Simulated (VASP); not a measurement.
# SiC3 (P4/mmm) in VASP: notebook

Runs on SiC3. Level: PBE. Tasks: single point, relaxation of cell and atoms.

Everything below comes from runs of VASP 6.6.1. Logs are shortened: lines on timing, memory, paths and dates and some standing lists are left out, and cuts for length are marked.

**1. The cell of the first run**

The structure is tetragonal, space group P4/mmm (No. 123). Conventional cell: a = 3.424 Å, b = 3.424 Å, c = 3.390 Å, α = 90.00°, β = 90.00°, γ = 90.00°. Within 2.3 Å of Si (site symmetry 4/mmm) lie 2 C at 1.69 Å. C (site symmetry 4/mmm) has 2 Si at 1.69 Å within 2.3 Å. Within 2.0 Å of C (site symmetry 4mm) lie 2 C at 1.44 to 1.95 Å.

**2. Single point, PBE**

INCAR reads:

```
SYSTEM = SiC3
PREC = Accurate
ENCUT = 520
EDIFF = 1E-6
ISMEAR = 0
SIGMA = 0.1
LREAL = .FALSE.
LASPH = .TRUE.
NELM = 80
ALGO = Normal
ISIF = 2
LWAVE = .FALSE.
LCHARG = .FALSE.
GGA = PE
NBANDS = 16
```

KPOINTS reads:

```
Automatic mesh
0
G
  6 6 2
  0 0 0
```

POSCAR reads:

```
SiC3
1.0
    3.4236878748      0.0000000000      0.0000000000
    0.0000000000      3.4236878748      0.0000000000
    0.0000000000      0.0000000000      3.3899484427
Si C
1 3
Direct
    0.0000000000      0.0000000000      0.5000000000
    0.0000000000      0.0000000000      0.0000000000
    0.5000000000      0.5000000000      0.7126802612
    0.5000000000      0.5000000000      0.2873197388
```

Potentials or basis: VASP PAW PBE potentials, release 64 (Si, C).

Command:

```console
$ cat potpaw_PBE.64/Si/POTCAR potpaw_PBE.64/C/POTCAR > POTCAR
$ mpirun -np 1 vasp_std > vasp.out
```

OUTCAR:

```text
SYSTEM = SiC3
   PREC = Accurate
   ENCUT = 520
   EDIFF = 1E-6
   ISMEAR = 0
   LREAL = .FALSE.
   LASPH = .TRUE.
   NELM = 80
   ISIF = 2
   GGA = PE

 ion  position               nearest neighbor table
   1  0.000  0.000  0.500-   2 1.69   2 1.69   4 2.53   3 2.53   3 2.53   4 2.53   3 2.53   4 2.53
                             3 2.53   4 2.53
   2  0.000  0.000  0.000-   1 1.69   1 1.69
   3  0.500  0.500  0.713-   4 1.44   4 1.95   1 2.53   1 2.53   1 2.53   1 2.53
   4  0.500  0.500  0.287-   3 1.44   3 1.95   1 2.53   1 2.53   1 2.53   1 2.53

  LATTYP: Found a simple tetragonal cell.
 ALAT       =     3.4236878748
 C/A-ratio  =     0.9901452956

  Lattice vectors:

 A1 = (   3.4236878748,   0.0000000000,   0.0000000000)
 A2 = (   0.0000000000,   3.4236878748,   0.0000000000)
 A3 = (   0.0000000000,   0.0000000000,   3.3899484427)

Analysis of symmetry for initial positions (statically):
=====================================================================
 Subroutine PRICEL returns:
 Original cell was already a primitive cell.

 Routine SETGRP: Setting up the symmetry group for a
 simple tetragonal supercell.

 Subroutine GETGRP returns: Found 16 space group operations
 (whereof 16 operations were pure point group operations)
 out of a pool of 16 trial point group operations.

The static configuration has the point symmetry D_4h.

Analysis of symmetry for dynamics (positions and initial velocities):
=====================================================================
 Subroutine PRICEL returns:
 Original cell was already a primitive cell.

 Routine SETGRP: Setting up the symmetry group for a
 simple tetragonal supercell.

 Subroutine GETGRP returns: Found 16 space group operations
 (whereof 16 operations were pure point group operations)
 out of a pool of 16 trial point group operations.

The dynamic configuration has the point symmetry D_4h.

 Subroutine INISYM returns: Found 16 space group operations
 (whereof 16 operations are pure point group operations),
 and found     1 'primitive' translations

----------------------------------------------------------------------------------------

                                     Primitive cell

  volume of cell :      39.7358

  direct lattice vectors                    reciprocal lattice vectors
[... 86 lines left out ...]
   EDIFF  = 0.1E-05   stopping-criterion for ELM
   LREAL  =      F    real-space projection
   EDIFFG = 0.1E-04   stopping-criterion for IOM
   NSW    =      0    number of steps for IOM
   IBRION =     -1    ionic relax: 0-MD 1-quasi-New 2-CG
   NFREE  =      0    steps in history (QN), initial steepest desc. (CG)
   ISIF   =      2    stress and relaxation
   ISYM   =      2    0-nonsym 1-usesym 2-fastsym
   POTIM  = 0.5000    time-step for ionic-motion
   TEBEG  =    0.0;   TEEND  =   0.0 temperature during run
   PSTRESS=    0.0 pullay stress
   NELECT =      16.0000    total number of electrons
   NUPDOWN=      -1.0000    fix difference up-down
   EMIN   =  10.00;   EMAX   =-10.00  energy-range for DOS
   EFERMI =   0.00;   METHOD = LEGACY
   ISMEAR =     0;   SIGMA  =   0.10  broadening in eV -4-tet -1-fermi 0-gaus
   EFERMI_NEDOS =   21; number of points for ismear=-14 and -15
   IALGO  =     38    algorithm
   IMIX   =      4    mixing-type and parameters
     AMIX     =   0.40;   BMIX     =  1.00
     AMIX_MAG =   1.60;   BMIX_MAG =  1.00
  volume/ion in A,a.u.               =       9.93        67.04
  Fermi-wavevector in a.u.,A,eV,Ry     =   1.208893  2.284476 19.883841  1.461421
  Thomas-Fermi vector in A             =   2.344487
   LORBIT       =      0    0 simple, 1 ext, 2 COOP (PROOUT), +10 PAW based schemes
   GGA     = PE    functional components
   LHFCALC =     F    Hartree Fock is set to
   AEXX    =    0.0000 exact exchange contribution
   IVDW    =     0    specifies the selected vdW correction
   LEPSILON=     F    determine dielectric tensor
   LRPA    =     F    only Hartree local field effects (RPA)
 non-spin polarized calculation
 Gauss-broadening in eV      SIGMA  =   0.10
  energy-cutoff  :      520.00
  volume of cell :       39.74
 maximum number of plane-waves:      1090
 NGX is ok and might be reduce to    28
   NGX = 13   NGY = 13   NGZ = 13

 number of electron      16.0000000 magnetization

 Free energy of the ion-electron system (eV)
  ---------------------------------------------------
  ext. energy  EPLUGINS =         0.00000000
  ---------------------------------------------------
  free energy    TOTEN  =       -24.06853915 eV

  energy without entropy =      -24.06232538  energy(sigma->0) =      -24.06543226

 E-fermi :   6.6303     XC(G=0): -11.2690

 val. band max:        6.5162694801   @ k =   0.1667   0.0000   0.0000
 cond. band min:       6.6401282875   @ k =   0.5000   0.1667   0.0000
 fundamental gap:      0.1238588074
 Fermi energy:         6.6302604270

 k-point     1 :       0.0000    0.0000    0.0000
  band No.  band energies     occupation
      1     -10.1486      2.00000
      2      -4.4375      2.00000
      3       0.3306      2.00000
      4       1.0337      2.00000
      5       1.2891      2.00000
      6       1.2891      2.00000
[... 357 lines left out ...]
      3      -2.2449      2.00000
      4      -2.0760      2.00000
      5       0.7293      2.00000
      6       0.7293      2.00000
[... 8 lines left out ...]
     15      18.2878      0.00000
     16      21.6716      0.00000

------------------------ aborting loop because EDIFF is reached ----------------------------------------

  FORCE on cell =-STRESS in cart. coord.  units (eV):
  Direction    XX          YY          ZZ          XY          YZ          ZX
  --------------------------------------------------------------------------------------
  -------------------------------------------------------------------------------------
  Total        0.0156161      0.0156161      0.0456427      0.0000000      0.0000000      0.0000000
  in kB        0.6296554      0.6296554      1.8403493      0.0000000      0.0000000      0.0000000
  external PRESSURE =       1.0332201 kB  Pullay stress =       0.0000000 kB

 VOLUME and BASIS-vectors are now :
 -----------------------------------------------------------------------------
  energy-cutoff  :      520.00
  volume of cell :       39.74
      direct lattice vectors                 reciprocal lattice vectors
     3.423687875  0.000000000  0.000000000     0.292082700  0.000000000  0.000000000
     0.000000000  3.423687875  0.000000000     0.000000000  0.292082700  0.000000000
     0.000000000  0.000000000  3.389948443     0.000000000  0.000000000  0.294989737

 POSITION                                       TOTAL-FORCE (eV/Angst)
 -----------------------------------------------------------------------------------
      0.00000      0.00000      1.69497         0.000000      0.000000      0.000000
      0.00000      0.00000      0.00000         0.000000      0.000000      0.000000
      1.71184      1.71184      2.41595         0.000000      0.000000      0.076851
      1.71184      1.71184      0.97400         0.000000     -0.000000     -0.076851
 -----------------------------------------------------------------------------------
    total drift:                                0.000000      0.000000      0.000000

  FREE ENERGIE OF THE ION-ELECTRON SYSTEM (eV)
  ---------------------------------------------------
  free  energy   TOTEN  =       -24.0685391515 eV

  energy  without entropy=      -24.0623253757  energy(sigma->0) =      -24.06543226
```

Run time: 18 s. Hardware: 1 thread of Intel Xeon 8259CL, shared host; peak memory 0.15 GiB.

Results:

```yaml
Free_energy: -24.0685 eV
Pressure: 0.1 GPa
Largest_force: 0.077 eV/Å
Band_gap_on_the_k_mesh: zero (bands 8 and 9 overlap by 3.32 eV)
```

Forces in eV/Å, atoms in the order of the input:
```
Si   0.000  0.000  0.000
C    0.000  0.000  0.000
C    0.000  0.000  0.077
C    0.000  0.000 -0.077
```

Stress tensor (GPa, compression positive):
```
0.06 0.00 0.00
0.00 0.06 0.00
0.00 0.00 0.18
```

Caveat: the k points lie up to 0.93 Å⁻¹ apart, too coarse for converged energies and pressures of a metal.

**3. Single point, PBE**

This run uses another cell than the first one, of 13.41 Å³/atom.

INCAR reads:

```
  PREC = Accurate
  ENCUT = 520
  EDIFF = 1E-7
  ISMEAR = 0
  SIGMA = 0.1
  LREAL = F
  LASPH = T
  NELM = 60
  ALGO = Normal
  ISIF = 2
  LWAVE = F
  LCHARG = T
  GGA = PE
  LELF = T
  LVHAR = T
  NBANDS = 16
```

KPOINTS reads:

```
Automatic mesh
0
Gamma
  6 6 2
```

POSCAR reads:

```
SiC3
1.0
    2.6667169800      0.0000000000      0.0000000000
    0.0000000000      2.6667169800      0.0000000000
    0.0000000000      0.0000000000      7.5426146400
Si C
1 3
Direct
    0.0000000000      0.0000000000      0.5000000000
    0.0000000000      0.0000000000      0.0000000000
    0.5000000000      0.5000000000      0.7500000000
    0.5000000000      0.5000000000      0.2500000000
```

Potentials or basis: VASP PAW PBE potentials, release 64 (Si, C).

Command:

```console
$ cat potpaw_PBE.64/Si/POTCAR potpaw_PBE.64/C/POTCAR > POTCAR
$ mpirun -np 1 vasp_std > vasp.out
```

It took 24 s on 1 thread of Intel Xeon 8259CL, shared host; peak memory 0.16 GiB.

It converged, with:

```yaml
Free_energy: -17.1360 eV
Pressure: -24.2 GPa
Largest_force: 0.038 eV/Å
Band_gap_on_the_k_mesh: zero (bands 8 and 9 overlap by 3.54 eV)
```

Forces on the atoms (eV/Å):
```
Si   0.000  0.000  0.000
C    0.000  0.000  0.000
C    0.000  0.000 -0.038
C    0.000  0.000  0.038
```

Stress tensor (GPa, compression positive):
```
-23.24   0.00   0.00
  0.00 -23.24   0.00
  0.00   0.00 -26.02
```

Levels at points of the mesh, in eV from the Fermi level:
```
           k point  band 4  band 5  band 6  band 7  band 8  band 9  band 10  band 11  band 12  band 13
(0.00, 0.00, 0.00)   -6.02   -3.65    1.59    1.59    2.11    2.15     2.49     2.49     3.32     3.32
(0.50, 0.00, 0.00)   -7.16   -5.01   -4.72   -1.13   -0.36   -0.33     0.71     3.16     3.23     3.29
(0.50, 0.50, 0.00)   -3.81   -3.81   -1.92   -1.92   -1.83   -1.44    -1.44    -0.56     0.65     1.16
(0.00, 0.00, 0.50)   -7.87   -1.24   -0.70    1.71    1.71    2.20     2.20     3.51     3.51     3.75
(0.50, 0.00, 0.50)   -7.53   -3.88   -3.63   -3.39   -2.34    1.82     2.46     2.95     3.19     3.23
(0.50, 0.50, 0.50)   -3.53   -3.53   -2.94   -2.94   -1.92   -0.16     0.00     0.00     0.62     0.99
```

Caveat: the k points lie up to 0.42 Å⁻¹ apart, too coarse for converged energies and pressures of a metal.

(Part 1 of 2 ends here.)

The gap in the log of VASP goes by the Fermi energy; the results here count the filled bands.